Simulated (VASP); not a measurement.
# Rh2N (P6/mmm) in VASP: single point with PBE

Aim: the single point of Rh2N with PBE.

Program: VASP 6.6.1. These are calculated values, not measurements. Logs are shortened: lines on timing, memory, paths and dates and some standing lists are left out, and cuts for length are marked.

## 1. The cell of the first run

Symmetry: P6/mmm, No. 191, hexagonal system. The conventional cell has a = 4.123 Å, b = 4.123 Å, c = 2.651 Å, α = 90.00°, β = 90.00°, γ = 120.00°. Rh (site symmetry -6m2) has 5 Rh at 2.38 to 2.65 Å and 6 N at 2.72 Å within 3.1 Å. N (site symmetry 6/mmm) has 2 N at 2.65 Å and 12 Rh at 2.72 Å within 3.5 Å.

## 2. Single point, PBE

INCAR reads:

```
PREC = Accurate
ENCUT = 700
EDIFF = 1E-6
ISMEAR = 0
SIGMA = 0.1
LREAL = F
LASPH = T
NELM = 120
ALGO = Normal
ISIF = 2
LWAVE = F
LCHARG = F
GGA = PE
NBANDS = 26
GGA_COMPAT = F
```

KPOINTS reads:

```
regular mesh
0
Gamma
  6 6 6
```

POSCAR reads:

```
Rh2N
1.0
    4.1232792119      0.0000000000      0.0000000000
   -2.0616396059      3.5708645444      0.0000000000
    0.0000000000      0.0000000000      2.6514246481
Rh N
2 1
Direct
    0.3333333333      0.6666666667      0.5000000000
    0.6666666667      0.3333333333      0.5000000000
    0.0000000000      0.0000000000      0.0000000000
```

Potentials or basis: VASP PAW PBE potentials, release 64 (Rh_sv_GW, N).

Launch:

```
$ cat potpaw_PBE.64/Rh_sv_GW/POTCAR potpaw_PBE.64/N/POTCAR > POTCAR
$ mpirun -np 1 vasp_std > vasp.out
```

OUTCAR:

```text
PREC = Accurate
   ENCUT = 700
   EDIFF = 1E-6
   ISMEAR = 0
   LREAL = F
   LASPH = T
   NELM = 120
   ISIF = 2
   GGA = PE

 ion  position               nearest neighbor table
   1  0.333  0.667  0.500-   2 2.38   2 2.38   2 2.38
   2  0.667  0.333  0.500-   1 2.38   1 2.38   1 2.38
   3  0.000  0.000  0.000-

  LATTYP: Found a hexagonal cell.
 ALAT       =     4.1232792119
 C/A-ratio  =     0.6430378618

  Lattice vectors:

 A1 = (   4.1232792119,   0.0000000000,   0.0000000000)
 A2 = (  -2.0616396059,   3.5708645444,   0.0000000000)
 A3 = (   0.0000000000,   0.0000000000,   2.6514246481)

Analysis of symmetry for initial positions (statically):
=====================================================================
 Subroutine PRICEL returns:
 Original cell was already a primitive cell.

 Routine SETGRP: Setting up the symmetry group for a
 hexagonal supercell.

 Subroutine GETGRP returns: Found 24 space group operations
 (whereof 24 operations were pure point group operations)
 out of a pool of 24 trial point group operations.

The static configuration has the point symmetry D_6h.

Analysis of symmetry for dynamics (positions and initial velocities):
=====================================================================
 Subroutine PRICEL returns:
 Original cell was already a primitive cell.

 Routine SETGRP: Setting up the symmetry group for a
 hexagonal supercell.

 Subroutine GETGRP returns: Found 24 space group operations
 (whereof 24 operations were pure point group operations)
 out of a pool of 24 trial point group operations.

The dynamic configuration has the point symmetry D_6h.

 Subroutine INISYM returns: Found 24 space group operations
 (whereof 24 operations are pure point group operations),
 and found     1 'primitive' translations

----------------------------------------------------------------------------------------

                                     Primitive cell

  volume of cell :      39.0387

  direct lattice vectors                    reciprocal lattice vectors
     4.123279212  0.000000000  0.000000000     0.242525415  0.140022113  0.000000000
    -2.061639606  3.570864544  0.000000000     0.000000000  0.280044227  0.000000000
     0.000000000  0.000000000  2.651424648     0.000000000  0.000000000  0.377155730

  length of vectors
     4.123279212  4.123279212  2.651424648     0.280044227  0.280044227  0.377155730

  position of ions in fractional coordinates (direct lattice)
     0.333333333  0.666666667  0.500000000
     0.666666667  0.333333333  0.500000000
     0.000000000  0.000000000  0.000000000

  ion indices of the primitive-cell ions
   primitive index   ion index
                 1           1
                 2           2
                 3           3

----------------------------------------------------------------------------------------

 KPOINTS: regular mesh

Automatic generation of k-mesh.
 Grid dimensions read from file:
 generate k-points for:    6    6    6

 Generating k-lattice:

  Cartesian coordinates                     Fractional coordinates (reciprocal lattice)
     0.040420902  0.023337019  0.000000000     0.166666667  0.000000000  0.000000000
     0.000000000  0.046674038  0.000000000     0.000000000  0.166666667  0.000000000
     0.000000000  0.000000000  0.062859288     0.000000000  0.000000000  0.166666667

  Length of vectors
     0.046674038  0.046674038  0.062859288

  Shift w.r.t. Gamma in fractional coordinates (k-lattice)
     0.000000000  0.000000000  0.000000000

 Subroutine IBZKPT returns following result:
 ===========================================

 Found     28 irreducible k-points:

 Following reciprocal coordinates:
            Coordinates               Weight
  0.000000  0.000000  0.000000      1.000000
  0.166667 -0.000000  0.000000      6.000000
  0.333333  0.000000  0.000000      6.000000
  0.500000 -0.000000  0.000000      3.000000
  0.166667  0.166667  0.000000      6.000000
  0.333333  0.166667  0.000000     12.000000
[... 16 lines left out ...]
  0.166667 -0.000000  0.500000      6.000000
  0.333333  0.000000  0.500000      6.000000
 [... further k-points ...]
   k-points           NKPTS =     28   k-points in BZ     NKDIM =     28   number of bands    NBANDS=     26
   number of dos      NEDOS =    301   number of ions     NIONS =      3
   total plane-waves  NPLWV =  31104
   dimension x,y,z NGX =    36 NGY =   36 NGZ =   24
   dimension x,y,z NGXF=    72 NGYF=   72 NGZF=   48
   ions per type =               2   1
   NGX,Y,Z   is equivalent  to a cutoff of  14.51, 14.51, 15.05 a.u.
   NGXF,Y,Z  is equivalent  to a cutoff of  29.03, 29.03, 30.10 a.u.
 SYSTEM =  unknown system
   PREC   = accura    normal or accurate (medium, high low for compatibility)
   ISTART =      0    job   : 0-new  1-cont  2-samecut
   ICHARG =      2    charge: 1-file 2-atom 10-const
   ISPIN  =      1    spin polarized calculation?
   LNONCOLLINEAR =      F non collinear calculations
   LSORBIT =      F    spin-orbit coupling
   LASPH  =      T    aspherical Exc in radial PAW
   ENCUT  =  700.0 eV  51.45 Ry    7.17 a.u.   8.90  8.90  5.72*2*pi/ulx,y,z
   NELM   =    120;   NELMIN=  2; NELMDL= -5     # of ELM steps
   EDIFF  = 0.1E-05   stopping-criterion for ELM
   LREAL  =      F    real-space projection
   EDIFFG = 0.1E-04   stopping-criterion for IOM
   NSW    =      0    number of steps for IOM
   IBRION =     -1    ionic relax: 0-MD 1-quasi-New 2-CG
   NFREE  =      0    steps in history (QN), initial steepest desc. (CG)
   ISIF   =      2    stress and relaxation
   ISYM   =      2    0-nonsym 1-usesym 2-fastsym
   POTIM  = 0.5000    time-step for ionic-motion
   TEBEG  =    0.0;   TEEND  =   0.0 temperature during run
   PSTRESS=    0.0 pullay stress
   NELECT =      39.0000    total number of electrons
   NUPDOWN=      -1.0000    fix difference up-down
   EMIN   =  10.00;   EMAX   =-10.00  energy-range for DOS
   EFERMI =   0.00;   METHOD = LEGACY
   ISMEAR =     0;   SIGMA  =   0.10  broadening in eV -4-tet -1-fermi 0-gaus
   EFERMI_NEDOS =   21; number of points for ismear=-14 and -15
   IALGO  =     38    algorithm
   IMIX   =      4    mixing-type and parameters
     AMIX     =   0.40;   BMIX     =  1.00
     AMIX_MAG =   1.60;   BMIX_MAG =  1.00
  volume/ion in A,a.u.               =      13.01        87.82
  Fermi-wavevector in a.u.,A,eV,Ry     =   1.636557  3.092645 36.440756  2.678320
  Thomas-Fermi vector in A             =   2.727844
   LORBIT       =      0    0 simple, 1 ext, 2 COOP (PROOUT), +10 PAW based schemes
   GGA     = PE    functional components
   LHFCALC =     F    Hartree Fock is set to
   AEXX    =    0.0000 exact exchange contribution
   IVDW    =     0    specifies the selected vdW correction
   LEPSILON=     F    determine dielectric tensor
   LRPA    =     F    only Hartree local field effects (RPA)
 non-spin polarized calculation
 Gauss-broadening in eV      SIGMA  =   0.10
  energy-cutoff  :      700.00
  volume of cell :       39.04
 maximum number of plane-waves:      1685
 NGX is ok and might be reduce to    36
   NGX = 17   NGY = 17   NGZ = 11

 number of electron      38.9999998 magnetization

 Free energy of the ion-electron system (eV)
  ---------------------------------------------------
  ext. energy  EPLUGINS =         0.00000000
  ---------------------------------------------------
  free energy    TOTEN  =       -15.70494173 eV

  energy without entropy =      -15.67622845  energy(sigma->0) =      -15.69058509

 E-fermi :   8.1880     XC(G=0): -12.9955

 val. band max:        8.1658182406   @ k =   0.3333   0.0000   0.3333
 cond. band min:       8.2473644418   @ k =   0.3333   0.1667   0.3333
 fundamental gap:      0.0815462012
 Fermi energy:         8.1880019181

 k-point     1 :       0.0000    0.0000    0.0000
  band No.  band energies     occupation
      1     -70.7237      2.00000
      2     -70.4783      2.00000
      3     -39.0197      2.00000
      4     -39.0197      2.00000
      5     -38.2054      2.00000
      6     -38.2054      2.00000
[... 18 lines left out ...]
     25      14.8377      0.00000
     26      20.5063      0.00000

 k-point     2 :       0.1667   -0.0000    0.0000
  band No.  band energies     occupation
      1     -70.7094      2.00000
      2     -70.4930      2.00000
      3     -39.0370      2.00000
      4     -38.9800      2.00000
      5     -38.2462      2.00000
      6     -38.1867      2.00000
[... 18 lines left out ...]
     25      15.1621      0.00000
     26      21.5592      0.00000

 k-point     3 :       0.3333    0.0000    0.0000
  band No.  band energies     occupation
      1     -70.6724      2.00000
      2     -70.5307      2.00000
      3     -39.0693      2.00000
      4     -38.8836      2.00000
      5     -38.3451      2.00000
      6     -38.1513      2.00000
[... 18 lines left out ...]
     25      15.9322      0.00000
     26      21.6672      0.00000

 k-point     4 :       0.5000   -0.0000    0.0000
  band No.  band energies     occupation
      1     -70.6427      2.00000
      2     -70.5609      2.00000
      3     -39.0846      2.00000
      4     -38.8187      2.00000
      5     -38.4111      2.00000
      6     -38.1346      2.00000
[... 18 lines left out ...]
     25      16.3971      0.00000
     26      21.0749      0.00000
[... 496 lines left out ...]
      1     -70.6784      2.00000
      2     -70.4360      2.00000
      3     -38.9694      2.00000
      4     -38.9694      2.00000
      5     -38.6147      2.00000
      6     -38.3871      2.00000
[... 18 lines left out ...]
     25      19.4030      0.00000
     26      21.5243      0.00000

 k-point    23 :       0.1667   -0.0000    0.5000
  band No.  band energies     occupation
      1     -70.6643      2.00000
      2     -70.4505      2.00000
      3     -38.9860      2.00000
      4     -38.9301      2.00000
      5     -38.6013      2.00000
      6     -38.4006      2.00000
[... 18 lines left out ...]
     25      18.2999      0.00000
     26      19.1003      0.00000

 k-point    24 :       0.3333    0.0000    0.5000
  band No.  band energies     occupation
      1     -70.6277      2.00000
      2     -70.4878      2.00000
      3     -39.0173      2.00000
      4     -38.8343      2.00000
      5     -38.5667      2.00000
      6     -38.4354      2.00000
[... 18 lines left out ...]
     25      16.4419      0.00000
     26      17.0144      0.00000

 [... further k-points ...]
[... 5 lines left out ...]
  --------------------------------------------------------------------------------------
  -------------------------------------------------------------------------------------
  Total       -0.1069926     -0.1069926     -0.0638228     -0.0000000     -0.0000000      0.0000000
  in kB       -4.3910539     -4.3910539     -2.6193357     -0.0000000     -0.0000000      0.0000000
  external PRESSURE =      -3.8004811 kB  Pullay stress =       0.0000000 kB

 VOLUME and BASIS-vectors are now :
 -----------------------------------------------------------------------------
  energy-cutoff  :      700.00
  volume of cell :       39.04
      direct lattice vectors                 reciprocal lattice vectors
     4.123279212  0.000000000  0.000000000     0.242525415  0.140022113  0.000000000
    -2.061639606  3.570864544  0.000000000     0.000000000  0.280044227  0.000000000
     0.000000000  0.000000000  2.651424648     0.000000000  0.000000000  0.377155730

 POSITION                                       TOTAL-FORCE (eV/Angst)
 -----------------------------------------------------------------------------------
     -0.00000      2.38058      1.32571         0.000000     -0.000000     -0.000000
      2.06164      1.19029      1.32571        -0.000000      0.000000      0.000000
      0.00000      0.00000      0.00000         0.000000     -0.000000      0.000000
 -----------------------------------------------------------------------------------
    total drift:                                0.000000      0.000000     -0.000000

  FREE ENERGIE OF THE ION-ELECTRON SYSTEM (eV)
  ---------------------------------------------------
  free  energy   TOTEN  =       -15.7049417280 eV

  energy  without entropy=      -15.6762284515  energy(sigma->0) =      -15.69058509
```

Wall time 56 s (1 thread of Intel Xeon Platinum 8375C at 2.90GHz (Ice Lake), shared host); peak memory 0.21 GiB.

What came out:

| Property | Result |
| --- | --- |
| Free energy | -15.7049 eV |
| Pressure | -0.4 GPa |
| Band gap on the k mesh | zero (an odd number of electrons rules out a gap without spin polarisation) |

Levels at points of the mesh, in eV from the Fermi level:
```
           k point  band 16  band 17  band 18  band 19  band 20  band 21  band 22  band 23
(0.00, 0.00, 0.00)    -2.55    -1.80    -1.80     0.12     0.12     0.64     0.95     0.95
(0.50, 0.00, 0.00)    -2.05    -1.89    -0.35    -0.30    -0.25     0.43     1.28     2.17
(0.00, 0.00, 0.50)    -2.66    -2.35    -2.35    -0.69     0.92     0.92     1.75     2.63
(0.50, 0.00, 0.50)    -3.12    -1.14    -0.35     0.11     0.26     1.16     1.32     6.31
```

Caveat: the k points lie up to 0.39 Å⁻¹ apart, too coarse for converged energies and pressures of a metal.

The gap in the log of VASP goes by the Fermi energy; the results here count the filled bands.